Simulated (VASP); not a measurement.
# Ru3N2 (P-3m1) in VASP: a series of runs

Runs on Ru3N2. Level: PBE. Tasks: single point, relaxation of cell and atoms.

Everything below comes from runs of VASP 6.6.1. Logs are shortened: lines on timing, memory, paths and dates and some standing lists are left out, and cuts for length are marked.

## Step 1: The cell of the first run

It takes space group P-3m1 (No. 164, trigonal). The conventional cell has a = 3.165 Å, b = 3.165 Å, c = 6.429 Å, α = 90.00°, β = 90.00°, γ = 120.00°. Ru (site symmetry -3m) has 6 N at 2.24 Å and 6 Ru at 2.81 Å within 3.0 Å. Ru (site symmetry 3m) has 3 N at 2.01 Å within 2.7 Å. N (site symmetry 3m) has 6 Ru at 2.01 to 2.24 Å within 2.7 Å.

## Step 2: Single point, PBE

Contents of INCAR:

```
PREC = Accurate
ENCUT = 520
EDIFF = 1E-6
ISMEAR = 0
SIGMA = 0.1
LREAL = False
LASPH = True
NELM = 60
ALGO = Normal
ISIF = 2
LWAVE = False
LCHARG = True
GGA = PE
LELF = True
LVHAR = True
NBANDS = 34
```

Contents of KPOINTS:

```
regular mesh
0
Gamma
  6 6 4
```

Contents of POSCAR:

```
Ru3N2
1.0
    3.1653635973      0.0000000000      0.0000000000
   -1.5826817986      2.7412852874      0.0000000000
    0.0000000000      0.0000000000      6.4294370078
Ru N
3 2
Direct
    0.0000000000      0.0000000000      0.0000000000
    0.3333333333      0.6666666667      0.6683689060
    0.6666666667      0.3333333333      0.3316310940
    0.3333333333      0.6666666667      0.2001616148
    0.6666666667      0.3333333333      0.7998383852
```

Potentials or basis: VASP PAW PBE potentials, release 64 (Ru_pv, N).

Command:

```console
> cat potpaw_PBE.64/Ru_pv/POTCAR potpaw_PBE.64/N/POTCAR > POTCAR
> mpirun -np 1 vasp_std > vasp.out
```

OUTCAR:

```text
PREC = Accurate
   ENCUT = 520
   EDIFF = 1E-6
   ISMEAR = 0
   LREAL = False
   LASPH = True
   NELM = 60
   ISIF = 2
   GGA = PE

 ion  position               nearest neighbor table
   1  0.000  0.000  0.000-   4 2.24   5 2.24   4 2.24   5 2.24   5 2.24   4 2.24   2 2.81   3 2.81
                             2 2.81   3 2.81   2 2.81   3 2.81
   2  0.333  0.667  0.668-   5 2.01   5 2.01   5 2.01   1 2.81   1 2.81   1 2.81   3 2.83   3 2.83
                             3 2.83
   3  0.667  0.333  0.332-   4 2.01   4 2.01   4 2.01   1 2.81   1 2.81   1 2.81   2 2.83   2 2.83
                             2 2.83
   4  0.333  0.667  0.200-   3 2.01   3 2.01   3 2.01   1 2.24   1 2.24   1 2.24
   5  0.667  0.333  0.800-   2 2.01   2 2.01   2 2.01   1 2.24   1 2.24   1 2.24

  LATTYP: Found a hexagonal cell.
 ALAT       =     3.1653635973
 C/A-ratio  =     2.0311843522

  Lattice vectors:

 A1 = (   3.1653635973,   0.0000000000,   0.0000000000)
 A2 = (  -1.5826817986,   2.7412852874,   0.0000000000)
 A3 = (   0.0000000000,   0.0000000000,   6.4294370078)

Analysis of symmetry for initial positions (statically):
=====================================================================
 Subroutine PRICEL returns:
 Original cell was already a primitive cell.

 Routine SETGRP: Setting up the symmetry group for a
 hexagonal supercell.

 Subroutine GETGRP returns: Found 12 space group operations
 (whereof 12 operations were pure point group operations)
 out of a pool of 24 trial point group operations.

The static configuration has the point symmetry D_3d.

Analysis of symmetry for dynamics (positions and initial velocities):
=====================================================================
 Subroutine PRICEL returns:
 Original cell was already a primitive cell.

 Routine SETGRP: Setting up the symmetry group for a
 hexagonal supercell.

 Subroutine GETGRP returns: Found 12 space group operations
 (whereof 12 operations were pure point group operations)
 out of a pool of 24 trial point group operations.

The dynamic configuration has the point symmetry D_3d.

 Subroutine INISYM returns: Found 12 space group operations
 (whereof 12 operations are pure point group operations),
 and found     1 'primitive' translations

----------------------------------------------------------------------------------------

                                     Primitive cell

  volume of cell :      55.7893

  direct lattice vectors                    reciprocal lattice vectors
     3.165363597  0.000000000  0.000000000     0.315919473  0.182396193  0.000000000
    -1.582681799  2.741285287  0.000000000     0.000000000  0.364792386  0.000000000
     0.000000000  0.000000000  6.429437008     0.000000000  0.000000000  0.155534613

  length of vectors
     3.165363597  3.165363597  6.429437008     0.364792386  0.364792386  0.155534613

  position of ions in fractional coordinates (direct lattice)
     0.000000000  0.000000000  0.000000000
     0.333333333  0.666666667  0.668368906
     0.666666667  0.333333333  0.331631094
     0.333333333  0.666666667  0.200161615
     0.666666667  0.333333333  0.799838385

  ion indices of the primitive-cell ions
   primitive index   ion index
                 1           1
                 2           2
                 3           3
                 4           4
                 5           5

----------------------------------------------------------------------------------------

 KPOINTS: regular mesh

Automatic generation of k-mesh.
 Grid dimensions read from file:
 generate k-points for:    6    6    4

 Generating k-lattice:

  Cartesian coordinates                     Fractional coordinates (reciprocal lattice)
     0.052653246  0.030399365  0.000000000     0.166666667  0.000000000  0.000000000
     0.000000000  0.060798731  0.000000000     0.000000000  0.166666667  0.000000000
     0.000000000  0.000000000  0.038883653     0.000000000  0.000000000  0.250000000

  Length of vectors
     0.060798731  0.060798731  0.038883653

  Shift w.r.t. Gamma in fractional coordinates (k-lattice)
     0.000000000  0.000000000  0.000000000

 Subroutine IBZKPT returns following result:
 ===========================================

 Found     24 irreducible k-points:

 Following reciprocal coordinates:
            Coordinates               Weight
  0.000000  0.000000  0.000000      1.000000
  0.166667  0.000000  0.000000      6.000000
  0.333333  0.000000  0.000000      6.000000
  0.500000  0.000000  0.000000      3.000000
  0.166667  0.166667  0.000000      6.000000
  0.333333  0.166667  0.000000     12.000000
[... 16 lines left out ...]
  0.333333  0.166667  0.500000     12.000000
  0.333333  0.333333  0.500000      2.000000
   k-points           NKPTS =     24   k-points in BZ     NKDIM =     24   number of bands    NBANDS=     34
   number of dos      NEDOS =    301   number of ions     NIONS =      5
   total plane-waves  NPLWV =  27648
   dimension x,y,z NGX =    24 NGY =   24 NGZ =   48
   dimension x,y,z NGXF=    48 NGYF=   48 NGZF=   96
   ions per type =               3   2
   NGX,Y,Z   is equivalent  to a cutoff of  12.60, 12.60, 12.41 a.u.
   NGXF,Y,Z  is equivalent  to a cutoff of  25.21, 25.21, 24.82 a.u.
 SYSTEM =  unknown system
   PREC   = accura    normal or accurate (medium, high low for compatibility)
   ISTART =      0    job   : 0-new  1-cont  2-samecut
   ICHARG =      2    charge: 1-file 2-atom 10-const
   ISPIN  =      1    spin polarized calculation?
   LNONCOLLINEAR =      F non collinear calculations
   LSORBIT =      F    spin-orbit coupling
   LASPH  =      T    aspherical Exc in radial PAW
   ENCUT  =  520.0 eV  38.22 Ry    6.18 a.u.   5.89  5.89 11.95*2*pi/ulx,y,z
   NELM   =     60;   NELMIN=  2; NELMDL= -5     # of ELM steps
   EDIFF  = 0.1E-05   stopping-criterion for ELM
   LREAL  =      F    real-space projection
   EDIFFG = 0.1E-04   stopping-criterion for IOM
   NSW    =      0    number of steps for IOM
   IBRION =     -1    ionic relax: 0-MD 1-quasi-New 2-CG
   NFREE  =      0    steps in history (QN), initial steepest desc. (CG)
   ISIF   =      2    stress and relaxation
   ISYM   =      2    0-nonsym 1-usesym 2-fastsym
   POTIM  = 0.5000    time-step for ionic-motion
   TEBEG  =    0.0;   TEEND  =   0.0 temperature during run
   PSTRESS=    0.0 pullay stress
   NELECT =      52.0000    total number of electrons
   NUPDOWN=      -1.0000    fix difference up-down
   EMIN   =  10.00;   EMAX   =-10.00  energy-range for DOS
   EFERMI =   0.00;   METHOD = LEGACY
   ISMEAR =     0;   SIGMA  =   0.10  broadening in eV -4-tet -1-fermi 0-gaus
   EFERMI_NEDOS =   21; number of points for ismear=-14 and -15
   IALGO  =     38    algorithm
   IMIX   =      4    mixing-type and parameters
     AMIX     =   0.40;   BMIX     =  1.00
     AMIX_MAG =   1.60;   BMIX_MAG =  1.00
  volume/ion in A,a.u.               =      11.16        75.30
  Fermi-wavevector in a.u.,A,eV,Ry     =   1.599162  3.021977 34.794421  2.557318
  Thomas-Fermi vector in A             =   2.696498
   LORBIT       =      0    0 simple, 1 ext, 2 COOP (PROOUT), +10 PAW based schemes
   GGA     = PE    functional components
   LHFCALC =     F    Hartree Fock is set to
   AEXX    =    0.0000 exact exchange contribution
   IVDW    =     0    specifies the selected vdW correction
   LEPSILON=     F    determine dielectric tensor
   LRPA    =     F    only Hartree local field effects (RPA)
 non-spin polarized calculation
 Gauss-broadening in eV      SIGMA  =   0.10
  energy-cutoff  :      520.00
  volume of cell :       55.79
 maximum number of plane-waves:      1520
   NGX = 11   NGY = 11   NGZ = 23

 number of electron      52.0000025 magnetization

 Free energy of the ion-electron system (eV)
  ---------------------------------------------------
  ext. energy  EPLUGINS =         0.00000000
  ---------------------------------------------------
  free energy    TOTEN  =       -40.84423596 eV

  energy without entropy =      -40.81929555  energy(sigma->0) =      -40.83176576

 E-fermi :  11.6897     XC(G=0): -13.4991

 val. band max:       11.6856070476   @ k =   0.3333   0.1667   0.5000
 cond. band min:      11.7056087481   @ k =  -0.1667   0.5000   0.2500
 fundamental gap:      0.0200017005
 Fermi energy:        11.6897429570

 k-point     1 :       0.0000    0.0000    0.0000
  band No.  band energies     occupation
      1     -31.7836      2.00000
      2     -31.6753      2.00000
      3     -31.6543      2.00000
      4     -31.6543      2.00000
      5     -31.6120      2.00000
      6     -31.6120      2.00000
[... 26 lines left out ...]
     33      15.7626      0.00000
     34      15.9331      0.00000

 k-point     2 :       0.1667    0.0000    0.0000
  band No.  band energies     occupation
      1     -31.8234      2.00000
      2     -31.7234      2.00000
      3     -31.6825      2.00000
      4     -31.6372      2.00000
      5     -31.6120      2.00000
      6     -31.6098      2.00000
[... 26 lines left out ...]
     33      15.2899      0.00000
     34      17.3948      0.00000

 k-point     3 :       0.3333    0.0000    0.0000
  band No.  band energies     occupation
      1     -31.8880      2.00000
      2     -31.8069      2.00000
      3     -31.7266      2.00000
      4     -31.7130      2.00000
      5     -31.6171      2.00000
      6     -31.5741      2.00000
[... 26 lines left out ...]
     33      15.5857      0.00000
     34      18.9154      0.00000
[... 704 lines left out ...]
 k-point    23 :       0.3333    0.1667    0.5000
  band No.  band energies     occupation
      1     -31.9049      2.00000
      2     -31.8209      2.00000
      3     -31.7942      2.00000
      4     -31.6934      2.00000
      5     -31.6479      2.00000
      6     -31.5870      2.00000
[... 26 lines left out ...]
     33      16.8763      0.00000
     34      18.0767      0.00000

 k-point    24 :       0.3333    0.3333    0.5000
  band No.  band energies     occupation
      1     -31.8854      2.00000
      2     -31.8499      2.00000
      3     -31.8499      2.00000
      4     -31.6867      2.00000
      5     -31.6053      2.00000
      6     -31.6053      2.00000
[... 26 lines left out ...]
     33      18.4442      0.00000
     34      18.4442      0.00000

------------------------ aborting loop because EDIFF is reached ----------------------------------------

  FORCE on cell =-STRESS in cart. coord.  units (eV):
  Direction    XX          YY          ZZ          XY          YZ          ZX
  --------------------------------------------------------------------------------------
  -------------------------------------------------------------------------------------
  Total        0.0900805      0.0900805      0.0853425      0.0000000      0.0000000      0.0000000
  in kB        2.5869649      2.5869649      2.4508978      0.0000000      0.0000000      0.0000000
  external PRESSURE =       2.5416092 kB  Pullay stress =       0.0000000 kB

 VOLUME and BASIS-vectors are now :
 -----------------------------------------------------------------------------
  energy-cutoff  :      520.00
  volume of cell :       55.79
      direct lattice vectors                 reciprocal lattice vectors
     3.165363597  0.000000000  0.000000000     0.315919473  0.182396193  0.000000000
    -1.582681799  2.741285287  0.000000000     0.000000000  0.364792386  0.000000000
     0.000000000  0.000000000  6.429437008     0.000000000  0.000000000  0.155534613

 POSITION                                       TOTAL-FORCE (eV/Angst)
 -----------------------------------------------------------------------------------
      0.00000      0.00000      0.00000         0.000000      0.000000     -0.000000
     -0.00000      1.82752      4.29724        -0.000000      0.000000     -0.031454
      1.58268      0.91376      2.13220         0.000000     -0.000000      0.031454
     -0.00000      1.82752      1.28693         0.000000     -0.000000     -0.007333
      1.58268      0.91376      5.14251         0.000000      0.000000      0.007333
 -----------------------------------------------------------------------------------
    total drift:                                0.000000     -0.000000      0.000000

  FREE ENERGIE OF THE ION-ELECTRON SYSTEM (eV)
  ---------------------------------------------------
  free  energy   TOTEN  =       -40.8442359615 eV

  energy  without entropy=      -40.8192955488  energy(sigma->0) =      -40.83176576
```

It took 22 s on 1 thread of Intel Xeon Platinum 8488C (Sapphire Rapids), shared host; peak memory 0.18 GiB.

What came out:

| Property | Result |
| --- | --- |
| Free energy | -40.8442 eV |
| Pressure | 0.3 GPa |
| Largest force | 0.031 eV/Å |
| Band gap on the k mesh | zero (band 26 reaches 12.04 eV, above the bottom of band 27 at 10.80 eV) |

Forces in eV/Å, atoms in the order of the input:
```
Ru   0.000  0.000  0.000
Ru   0.000  0.000 -0.031
Ru   0.000  0.000  0.031
N    0.000  0.000 -0.007
N    0.000  0.000  0.007
```

Caveat: the k points lie up to 0.38 Å⁻¹ apart.

## Step 3: Relaxation of cell and atoms, PBE

This run uses another cell than the first one, of 10.37 Å³/atom, 0.929 times its volume.

Contents of INCAR:

```
PREC = Accurate
ENCUT = 600
EDIFF = 1E-6
ISMEAR = 0
SIGMA = 0.1
LREAL = False
LASPH = True
NELM = 60
ALGO = Normal
ISIF = 3
LWAVE = False
LCHARG = False
GGA = PE
IBRION = 2
NSW = 90
EDIFFG = -0.04
```

Contents of KPOINTS:

```
Automatic mesh
0
Gamma
  6 6 4
```

Contents of POSCAR:

```
Ru3N2
1.0
    3.3756525699      0.0000000000      0.0000000000
   -1.6878262849      2.9234008798      0.0000000000
    0.0000000000      0.0000000000      5.2519670693
Ru N
3 2
Direct
    0.0000000000      0.0000000000      0.0000000000
    0.3333333333      0.6666666667      0.6450000000
    0.6666666667      0.3333333333      0.3550000000
    0.3333333333      0.6666666667      0.2450000000
    0.6666666667      0.3333333333      0.7550000000
```

Potentials or basis: VASP PAW PBE potentials, release 64 (Ru_pv, N).

Command:

```console
> cat potpaw_PBE.64/Ru_pv/POTCAR potpaw_PBE.64/N/POTCAR > POTCAR
> mpirun -np 1 vasp_std > vasp.out
```

Run time: 8.2 min. Hardware: 1 thread of Intel Xeon Platinum 8488C (Sapphire Rapids), shared host; peak memory 0.21 GiB.

It converged, with:

```
Free energy                            : -40.8338 eV
Relaxed volume                         : 11.15 Å³/atom
Relaxed cell                           : a = 3.170 Å, b = 3.170 Å, c = 6.407 Å, α = 90.00°, β = 90.00°, γ = 120.00°
Space group after relaxing (to 0.05 Å) : P-3m1 (No. 164)
Energy gained by relaxing              : 314.4 meV/atom
Ionic steps                            : 25
Pressure after relaxing                : -0.1 GPa
Largest force after relaxing           : 0.028 eV/Å
Band gap on the k mesh                 : zero (band 26 reaches 12.06 eV, above the bottom of band 27 at 10.81 eV)
```

Forces in eV/Å, atoms in the order of the input:
```
Ru   0.000  0.000  0.000
Ru   0.000  0.000  0.028
Ru   0.000  0.000 -0.028
N    0.000  0.000 -0.018
N    0.000  0.000  0.018
```

Stress tensor (GPa, compression positive):
```
-0.10  0.00  0.00
 0.00 -0.10  0.00
 0.00  0.00  0.04
```

The path:
| step | energy change (eV) | largest force (eV/Å) | pressure (GPa) | volume (Å³) |
| --- | --- | --- | --- | --- |
| 1 | 0.0000 | 3.4657 | 29.09 | 51.83 |
| 2 | 0.3523 | 0.4626 | -32.70 | 67.25 |
| 3 | -0.7522 | 1.6536 | -8.87 | 57.96 |
| 4 | -0.7551 | 1.7388 | -7.29 | 57.59 |
| 5 | -1.0933 | 0.4991 | 1.20 | 56.37 |
| 6 | -1.0935 | 0.5436 | 1.41 | 56.35 |
| 7 | -1.1982 | 0.5996 | 0.73 | 56.76 |
| 8 | -1.2670 | 0.8026 | 0.69 | 57.31 |
| 9 | -1.3480 | 0.5337 | -5.67 | 57.96 |
| 10 | -1.3596 | 0.3893 | -9.81 | 58.40 |
| 11 | -1.3805 | 0.4674 | -9.67 | 58.22 |
| 12 | -1.4283 | 0.7649 | -9.00 | 57.65 |
| 13 | -1.4472 | 1.2369 | -6.87 | 56.52 |
| 14 | -1.4514 | 1.1281 | -7.60 | 56.85 |
| 15 | -1.4952 | 0.9375 | -4.52 | 56.24 |
| 16 | -1.5348 | 0.5212 | 2.02 | 55.08 |
| 17 | -1.5353 | 0.4587 | 3.03 | 54.92 |
| 18 | -1.5475 | 0.3417 | 2.45 | 55.08 |
| 19 | -1.5684 | 0.0658 | 1.03 | 55.55 |
| 20 | -1.5704 | 0.1061 | 0.50 | 55.74 |
| 21 | -1.5704 | 0.1158 | 0.48 | 55.75 |
| 22 | -1.5711 | 0.0610 | -0.17 | 55.85 |
| 23 | -1.5712 | 0.0293 | -0.61 | 55.91 |
| 24 | -1.5718 | 0.0247 | -0.41 | 55.85 |
| 25 | -1.5722 | 0.0281 | -0.05 | 55.74 |

Final structure:
```
Ru N
1.0
     3.16959    0.00000    0.00000
    -1.58479    2.74494    0.00000
     0.00000    0.00000    6.40682
Ru N
3 2
Direct
  0.00000 0.00000 0.00000
  0.33333 0.66667 0.66790
  0.66667 0.33333 0.33210
  0.33333 0.66667 0.20057
  0.66667 0.33333 0.79943
```

Levels at points of the mesh, in eV from the Fermi level:
```
           k point  band 24  band 25  band 26  band 27  band 28  band 29
(0.00, 0.00, 0.00)    -1.13    -1.13    -0.89    -0.89     0.19     0.64
(0.50, 0.00, 0.00)    -0.82    -0.46    -0.05     0.03     0.30     0.40
(0.00, 0.00, 0.50)    -1.97    -1.97     0.32     0.32     0.56     1.08
(0.50, 0.00, 0.50)    -0.92    -0.72    -0.60    -0.42     0.27     1.22
```

## Step 4: Single point, PBE

This run uses another cell than the first one, of 11.13 Å³/atom, 0.998 times its volume.

Contents of INCAR:

```
SYSTEM = Ru3N2
PREC = Accurate ; ENCUT = 520
EDIFF = 1E-6 ; ISMEAR = 0
SIGMA = 0.1 ; LREAL = .FALSE.
LASPH = .TRUE. ; NELM = 60
ALGO = Normal ; ISIF = 2
LWAVE = .FALSE. ; LCHARG = .FALSE.
GGA = PE ; NBANDS = 34
```

Contents of KPOINTS:

```
regular mesh
0
G
  12 12 6
  0 0 0
```

Contents of POSCAR:

```
Ru3N2
1.0
    3.1621794562      0.0000000000      0.0000000000
   -1.5810897281      2.7385277404      0.0000000000
    0.0000000000      0.0000000000      6.4277695895
Ru N
3 2
Direct
    0.0000000000      0.0000000000      0.0000000000
    0.3333333333      0.6666666667      0.6675889922
    0.6666666667      0.3333333333      0.3324110078
    0.3333333333      0.6666666667      0.1978852321
    0.6666666667      0.3333333333      0.8021147679
```

Command:

```console
> cat potpaw_PBE.64/Ru_pv/POTCAR potpaw_PBE.64/N/POTCAR > POTCAR
> mpirun -np 1 vasp_std > vasp.out
```

It took 71 s on 1 thread of Intel Xeon Platinum 8488C (Sapphire Rapids), shared host; peak memory 0.27 GiB.

Results (log left out):

* Free energy: -40.8394 eV
* Pressure: 0.2 GPa
* Largest force: 0.031 eV/Å
* Band gap on the k mesh: zero (band 26 reaches 12.06 eV, above the bottom of band 27 at 10.80 eV)

Forces in eV/Å, atoms in the order of the input:
```
Ru   0.000  0.000  0.000
Ru   0.000  0.000 -0.031
Ru   0.000  0.000  0.031
N    0.000  0.000 -0.008
N    0.000  0.000  0.008
```

Stress tensor (GPa, compression positive):
```
0.26 0.00 0.00
0.00 0.26 0.00
0.00 0.00 0.06
```

Levels at points of the mesh, in eV from the Fermi level:
```tsv
k point	band 23	band 24	band 25	band 26	band 27	band 28	band 29	band 30
(0.00, 0.00, 0.00)	-1.56	-1.13	-1.13	-0.92	-0.92	0.09	0.59	1.59
(0.50, 0.00, 0.00)	-1.08	-0.82	-0.52	-0.03	0.04	0.26	0.40	0.72
(0.00, 0.00, 0.50)	-2.52	-1.99	-1.99	0.29	0.29	0.49	1.00	2.49
(0.50, 0.00, 0.50)	-1.14	-0.89	-0.65	-0.57	-0.41	0.28	1.17	2.03
```

## Step 5: Summary

| task | cell | k mesh | cutoff (eV) | gap on the mesh (eV) | pressure (GPa) | largest force (eV/Å) |
| --- | --- | --- | --- | --- | --- | --- |
| single point | a = 3.165, b = 3.165, c = 6.429 Å, angles 90.0, 90.0, 120.0°, 5 atoms | 6 × 6 × 4 | 520 | none | 0.3 | 0.03 |
| relaxation of cell and atoms | relaxed from a = 3.376, b = 3.376, c = 5.252 Å, angles 90.0, 90.0, 120.0°, 5 atoms | 6 × 6 × 4 | 600 | none | -0.1 | 0.03 |
| single point | a = 3.162, b = 3.162, c = 6.428 Å, angles 90.0, 90.0, 120.0°, 5 atoms | 12 × 12 × 6 | 520 | none | 0.2 | 0.03 |

Alike in all rows: level PBE; potentials or basis VASP PAW PBE potentials, release 64 (Ru_pv, N); no spin polarisation; smearing gaussian 0.1 eV.

Caveats: some runs use coarse meshes.

Total energies depend on the potentials used, so only differences within one code and one set of settings carry meaning.
